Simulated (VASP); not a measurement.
# CdSe in VASP: a series of runs

CdSe is run at these levels: r2SCAN, PBE; tasks: single point.

Everything below comes from runs of VASP 6.6.1. Logs are shortened: lines on timing, memory, paths and dates and some standing lists are left out, and cuts for length are marked.

## 1. The cell of the first run

It takes space group R3m (No. 160, trigonal). The conventional cell has a = 4.360 Å, b = 4.360 Å, c = 10.574 Å, α = 90.00°, β = 90.00°, γ = 120.00°. Cd (site symmetry 3m) has 4 Se at 2.66 Å within 3.5 Å. Within 3.5 Å of Se (site symmetry 3m) lie 4 Cd at 2.66 Å.

## 2. Single point, r2SCAN (epitaxial 111 strain +0.5%)

The input, POSCAR:

```
CdSe
1.0
   -0.0205015423      3.0626183276      3.0626183276
    3.0626183276     -0.0205015423      3.0626183276
    3.0626183276      3.0626183276     -0.0205015423
Cd Se
1 1
Direct
   -0.0007119369     -0.0007119369     -0.0007119369
    0.2507119369      0.2507119369      0.2507119369
```

The input, INCAR.step1:

```
ALGO = Normal
EDIFF = 1E-4
ENCUT = 520
GGA = PE
ISMEAR = 0
LASPH = T
LCHARG = F
LREAL = F
LWAVE = T
NBANDS = 16
NELM = 100
PREC = Accurate
SIGMA = 0.01
```

The input, INCAR.step2:

```
ALGO = Normal
EDIFF = 1E-7
ENCUT = 520
ISIF = 2
ISMEAR = 0
ISTART = 1
LASPH = T
LCHARG = F
LMIXTAU = T
LREAL = F
LWAVE = F
METAGGA = R2SCAN
NBANDS = 16
NELM = 100
PREC = Accurate
SIGMA = 0.01
```

The input, KPOINTS:

```
k-points
0
Gamma
  8 8 8
```

Potentials or basis: VASP PAW PBE potentials, release 64 (Cd, Se).

The run is started by

```
cat potpaw_PBE.64/Cd/POTCAR potpaw_PBE.64/Se/POTCAR > POTCAR
cp INCAR.step1 INCAR
mpirun -np 1 vasp_std > vasp.out
cp INCAR.step2 INCAR
mpirun -np 1 vasp_std > vasp.out
```

OUTCAR:

```text
EDIFF = 1E-7
   ENCUT = 520
   ISIF = 2
   ISMEAR = 0
   ISTART = 1
   LASPH = T
   LREAL = F
   METAGGA = R2SCAN
   NELM = 100
   PREC = Accurate

 ion  position               nearest neighbor table
   1  0.999  0.999  0.999-   2 2.66   2 2.66   2 2.66   2 2.66
   2  0.251  0.251  0.251-   1 2.66   1 2.66   1 2.66   1 2.66

  LATTYP: Found a trigonal (rhomboedric) cell.
 ALAT       =     4.3312448966
 COS(alpha) =     0.4932948249

  Lattice vectors:

 A1 = (  -0.0205015423,   3.0626183276,   3.0626183276)
 A2 = (   3.0626183276,  -0.0205015423,   3.0626183276)
 A3 = (   3.0626183276,   3.0626183276,  -0.0205015423)

Analysis of symmetry for initial positions (statically):
=====================================================================
 Subroutine PRICEL returns:
 Original cell was already a primitive cell.

 Routine SETGRP: Setting up the symmetry group for a
 trigonal (rhombohedral) supercell.

 Subroutine GETGRP returns: Found  6 space group operations
 (whereof  6 operations were pure point group operations)
 out of a pool of 12 trial point group operations.

The static configuration has the point symmetry C_3v.

Analysis of symmetry for dynamics (positions and initial velocities):
=====================================================================
 Subroutine PRICEL returns:
 Original cell was already a primitive cell.

 Routine SETGRP: Setting up the symmetry group for a
 trigonal (rhombohedral) supercell.

 Subroutine GETGRP returns: Found  6 space group operations
 (whereof  6 operations were pure point group operations)
 out of a pool of 12 trial point group operations.

The dynamic configuration has the point symmetry C_3v.

 Subroutine INISYM returns: Found  6 space group operations
 (whereof  6 operations are pure point group operations),
 and found     1 'primitive' translations

----------------------------------------------------------------------------------------

                                     Primitive cell

  volume of cell :      58.0293

  direct lattice vectors                    reciprocal lattice vectors
    -0.020501542  3.062618328  3.062618328    -0.161628762  0.162718017  0.162718017
     3.062618328 -0.020501542  3.062618328     0.162718017 -0.161628762  0.162718017
     3.062618328  3.062618328 -0.020501542     0.162718017  0.162718017 -0.161628762

  length of vectors
     4.331244897  4.331244897  4.331244897     0.281208398  0.281208398  0.281208398

  position of ions in fractional coordinates (direct lattice)
     0.999288063  0.999288063  0.999288063
     0.250711937  0.250711937  0.250711937

  ion indices of the primitive-cell ions
   primitive index   ion index
                 1           1
                 2           2

----------------------------------------------------------------------------------------

 KPOINTS: k-points

Automatic generation of k-mesh.
 Grid dimensions read from file:
 generate k-points for:    8    8    8

 Generating k-lattice:

  Cartesian coordinates                     Fractional coordinates (reciprocal lattice)
    -0.020203595  0.020339752  0.020339752     0.125000000 -0.000000000 -0.000000000
     0.020339752 -0.020203595  0.020339752    -0.000000000  0.125000000 -0.000000000
     0.020339752  0.020339752 -0.020203595    -0.000000000 -0.000000000  0.125000000

  Length of vectors
     0.035151050  0.035151050  0.035151050

  Shift w.r.t. Gamma in fractional coordinates (k-lattice)
     0.000000000  0.000000000  0.000000000

 Subroutine IBZKPT returns following result:
 ===========================================

 Found     65 irreducible k-points:

 Following reciprocal coordinates:
            Coordinates               Weight
  0.000000  0.000000  0.000000      1.000000
  0.125000 -0.000000 -0.000000      6.000000
  0.250000 -0.000000 -0.000000      6.000000
  0.375000  0.000000  0.000000      6.000000
  0.500000 -0.000000 -0.000000      3.000000
  0.125000  0.125000  0.000000      6.000000
[... 16 lines left out ...]
  0.250000  0.125000  0.125000      6.000000
  0.375000  0.125000  0.125000      6.000000
 [... further k-points ...]
   k-points           NKPTS =     65   k-points in BZ     NKDIM =     65   number of bands    NBANDS=     16
   number of dos      NEDOS =    301   number of ions     NIONS =      2
   total plane-waves  NPLWV =  32768
   dimension x,y,z NGX =    32 NGY =   32 NGZ =   32
   dimension x,y,z NGXF=    64 NGYF=   64 NGZF=   64
   ions per type =               1   1
   NGX,Y,Z   is equivalent  to a cutoff of  12.28, 12.28, 12.28 a.u.
   NGXF,Y,Z  is equivalent  to a cutoff of  24.57, 24.57, 24.57 a.u.
 SYSTEM =  unknown system
   PREC   = accura    normal or accurate (medium, high low for compatibility)
   ISTART =      1    job   : 0-new  1-cont  2-samecut
   ICHARG =      0    charge: 1-file 2-atom 10-const
   ISPIN  =      1    spin polarized calculation?
   LNONCOLLINEAR =      F non collinear calculations
   LSORBIT =      F    spin-orbit coupling
   LASPH  =      T    aspherical Exc in radial PAW
   ENCUT  =  520.0 eV  38.22 Ry    6.18 a.u.   8.05  8.05  8.05*2*pi/ulx,y,z
   NELM   =    100;   NELMIN=  2; NELMDL=  0     # of ELM steps
   EDIFF  = 0.1E-06   stopping-criterion for ELM
   LREAL  =      F    real-space projection
   EDIFFG = 0.1E-05   stopping-criterion for IOM
   NSW    =      0    number of steps for IOM
   IBRION =     -1    ionic relax: 0-MD 1-quasi-New 2-CG
   NFREE  =      0    steps in history (QN), initial steepest desc. (CG)
   ISIF   =      2    stress and relaxation
   ISYM   =      2    0-nonsym 1-usesym 2-fastsym
   POTIM  = 0.5000    time-step for ionic-motion
   TEBEG  =    0.0;   TEEND  =   0.0 temperature during run
   PSTRESS=    0.0 pullay stress
   NELECT =      18.0000    total number of electrons
   NUPDOWN=      -1.0000    fix difference up-down
   EMIN   =  10.00;   EMAX   =-10.00  energy-range for DOS
   EFERMI =   0.00;   METHOD = LEGACY
   ISMEAR =     0;   SIGMA  =   0.01  broadening in eV -4-tet -1-fermi 0-gaus
   EFERMI_NEDOS =   21; number of points for ismear=-14 and -15
   IALGO  =     38    algorithm
   IMIX   =      4    mixing-type and parameters
     AMIX     =   0.40;   BMIX     =  1.00
     AMIX_MAG =   1.60;   BMIX_MAG =  1.00
  volume/ion in A,a.u.               =      29.01       195.80
  Fermi-wavevector in a.u.,A,eV,Ry     =   1.108196  2.094186 16.709283  1.228098
  Thomas-Fermi vector in A             =   2.244720
   LORBIT       =      0    0 simple, 1 ext, 2 COOP (PROOUT), +10 PAW based schemes
   METAGGA = R2SCAN    functional components
   LHFCALC =     F    Hartree Fock is set to
   AEXX    =    0.0000 exact exchange contribution
   IVDW    =     0    specifies the selected vdW correction
   LEPSILON=     F    determine dielectric tensor
   LRPA    =     F    only Hartree local field effects (RPA)
 non-spin polarized calculation
 Gauss-broadening in eV      SIGMA  =   0.01
  energy-cutoff  :      520.00
  volume of cell :       58.03
 maximum number of plane-waves:      1584
   NGX = 17   NGY = 17   NGZ = 17

 number of electron      18.0000008 magnetization

 Free energy of the ion-electron system (eV)
  ---------------------------------------------------
  ext. energy  EPLUGINS =         0.00000000
  ---------------------------------------------------
  free energy    TOTEN  =       -35.91538803 eV

  energy without entropy =      -35.91538803  energy(sigma->0) =      -35.91538803

 E-fermi :   0.4970     XC(G=0):  -9.2797

 val. band max:        0.4288405868   @ k =   0.0000   0.0000   0.0000
 cond. band min:       1.4154029366   @ k =   0.0000   0.0000   0.0000
 fundamental gap:      0.9865623498
 Fermi energy:         0.4970487522

 k-point     1 :       0.0000    0.0000    0.0000
  band No.  band energies     occupation
      1     -12.4435      2.00000
      2      -7.6686      2.00000
      3      -7.6686      2.00000
      4      -7.6648      2.00000
      5      -7.3004      2.00000
      6      -7.3004      2.00000
[... 8 lines left out ...]
     15      11.9803      0.00000
     16      11.9803      0.00000

 k-point     2 :       0.1250   -0.0000   -0.0000
  band No.  band energies     occupation
      1     -12.3928      2.00000
      2      -7.6519      2.00000
      3      -7.6492      2.00000
      4      -7.6180      2.00000
      5      -7.3012      2.00000
      6      -7.3008      2.00000
[... 8 lines left out ...]
     15      11.2170      0.00000
     16      11.3380      0.00000

 k-point     3 :       0.2500   -0.0000   -0.0000
  band No.  band energies     occupation
      1     -12.2691      2.00000
      2      -7.6150      2.00000
      3      -7.6134      2.00000
      4      -7.4537      2.00000
      5      -7.2989      2.00000
      6      -7.2972      2.00000
[... 8 lines left out ...]
     15      10.9371      0.00000
     16      11.0158      0.00000

 k-point     4 :       0.3750    0.0000    0.0000
  band No.  band energies     occupation
      1     -12.1441      2.00000
      2      -7.5847      2.00000
      3      -7.5843      2.00000
      4      -7.2882      2.00000
      5      -7.2853      2.00000
      6      -7.1881      2.00000
[... 8 lines left out ...]
     15      11.8049      0.00000
     16      11.9556      0.00000

 k-point     5 :       0.5000   -0.0000   -0.0000
  band No.  band energies     occupation
      1     -12.0921      2.00000
      2      -7.5748      2.00000
      3      -7.5746      2.00000
      4      -7.2807      2.00000
      5      -7.2773      2.00000
      6      -7.0225      2.00000
[... 8 lines left out ...]
     15      13.0033      0.00000
     16      13.1704      0.00000

 k-point     6 :       0.1250    0.1250    0.0000
  band No.  band energies     occupation
      1     -12.3756      2.00000
      2      -7.6356      2.00000
      3      -7.6343      2.00000
      4      -7.6215      2.00000
      5      -7.3104      2.00000
      6      -7.2923      2.00000
[... 8 lines left out ...]
     15      11.8310      0.00000
     16      12.1220      0.00000

 k-point     7 :       0.2500    0.1250   -0.0000
  band No.  band energies     occupation
      1     -12.2762      2.00000
      2      -7.6099      2.00000
      3      -7.5954      2.00000
      4      -7.5039      2.00000
      5      -7.3114      2.00000
      6      -7.2846      2.00000
[... 8 lines left out ...]
     15      11.9299      0.00000
     16      12.3102      0.00000

 k-point     8 :       0.3750    0.1250    0.0000
  band No.  band energies     occupation
      1     -12.1519      2.00000
      2      -7.5803      2.00000
      3      -7.5623      2.00000
      4      -7.3444      2.00000
      5      -7.2760      2.00000
      6      -7.2220      2.00000
[... 8 lines left out ...]
     15      11.9202      0.00000
     16      12.5230      0.00000

 k-point     9 :       0.5000    0.1250    0.0000
  band No.  band energies     occupation
      1     -12.0761      2.00000
      2      -7.5635      2.00000
      3      -7.5510      2.00000
      4      -7.3046      2.00000
      5      -7.2758      2.00000
      6      -7.0117      2.00000
[... 8 lines left out ...]
     15      12.3683      0.00000
     16      13.1754      0.00000
[... 172 lines left out ...]
 k-point    19 :       0.5000    0.3750    0.0000
  band No.  band energies     occupation
      1     -11.9962      2.00000
      2      -7.4795      2.00000
      3      -7.4389      2.00000
      4      -7.4068      2.00000
      5      -7.2539      2.00000
      6      -6.9637      2.00000
[... 8 lines left out ...]
     15      13.5142      0.00000
     16      14.1552      0.00000

 k-point    20 :      -0.3750    0.3750    0.0000
  band No.  band energies     occupation
      1     -11.9900      2.00000
      2      -7.5033      2.00000
      3      -7.4569      2.00000
      4      -7.3635      2.00000
      5      -7.2718      2.00000
      6      -6.8779      2.00000
[... 8 lines left out ...]
     15      12.4652      0.00000
     16      14.8865      0.00000

 k-point    21 :       0.5000    0.5000    0.0000
  band No.  band energies     occupation
      1     -11.9790      2.00000
      2      -7.4647      2.00000
      3      -7.4179      2.00000
      4      -7.4153      2.00000
      5      -7.2452      2.00000
      6      -6.9532      2.00000
[... 8 lines left out ...]
     15      13.3640      0.00000
     16      14.2379      0.00000

 k-point    22 :       0.1250    0.1250    0.1250
  band No.  band energies     occupation
      1     -12.3916      2.00000
      2      -7.6517      2.00000
      3      -7.6517      2.00000
      4      -7.6147      2.00000
      5      -7.3011      2.00000
      6      -7.3011      2.00000
[... 8 lines left out ...]
     15      11.1718      0.00000
     16      11.3273      0.00000

 k-point    23 :       0.2500    0.1250    0.1250
  band No.  band energies     occupation
      1     -12.3161      2.00000
      2      -7.6329      2.00000
      3      -7.6139      2.00000
      4      -7.5368      2.00000
      5      -7.3103      2.00000
      6      -7.2901      2.00000
[... 8 lines left out ...]
     15      11.0995      0.00000
     16      12.3239      0.00000

 k-point    24 :       0.3750    0.1250    0.1250
  band No.  band energies     occupation
      1     -12.1921      2.00000
      2      -7.5935      2.00000
      3      -7.5785      2.00000
      4      -7.3580      2.00000
      5      -7.3101      2.00000
      6      -7.2582      2.00000
[... 8 lines left out ...]
     15      11.6494      0.00000
     16      12.5252      0.00000

 [... further k-points ...]
[... 5 lines left out ...]
  --------------------------------------------------------------------------------------
  -------------------------------------------------------------------------------------
  Total       -0.0261231     -0.0261231     -0.0261231      0.0541742      0.0541742      0.0541742
  in kB       -0.7212521     -0.7212521     -0.7212521      1.4957388      1.4957388      1.4957388
  external PRESSURE =      -0.7212521 kB  Pullay stress =       0.0000000 kB

 VOLUME and BASIS-vectors are now :
 -----------------------------------------------------------------------------
  energy-cutoff  :      520.00
  volume of cell :       58.03
      direct lattice vectors                 reciprocal lattice vectors
    -0.020501542  3.062618328  3.062618328    -0.161628762  0.162718017  0.162718017
     3.062618328 -0.020501542  3.062618328     0.162718017 -0.161628762  0.162718017
     3.062618328  3.062618328 -0.020501542     0.162718017  0.162718017 -0.161628762

 POSITION                                       TOTAL-FORCE (eV/Angst)
 -----------------------------------------------------------------------------------
      6.10039      6.10039      6.10039         0.000096      0.000096      0.000096
      1.53053      1.53053      1.53053        -0.000096     -0.000096     -0.000096
 -----------------------------------------------------------------------------------
    total drift:                               -0.000222     -0.000222     -0.000222

  FREE ENERGIE OF THE ION-ELECTRON SYSTEM (eV)
  ---------------------------------------------------
  free  energy   TOTEN  =       -35.9153880255 eV

  energy  without entropy=      -35.9153880255  energy(sigma->0) =      -35.91538803
```

Wall time 2.5 min (1 thread of Intel Xeon Platinum 8488C (Sapphire Rapids), shared host); peak memory 0.22 GiB.

What came out:

```
Free energy            : -35.9154 eV
Pressure               : -0.1 GPa
Band gap on the k mesh : 0.99 eV, direct
```

Caveat: the cell differs from its parent crystal (epitaxial 111 strain +0.5%); the PAW data sets were made with another functional, which shifts forces and pressure a little.

(Part 1 of 2 ends here.)
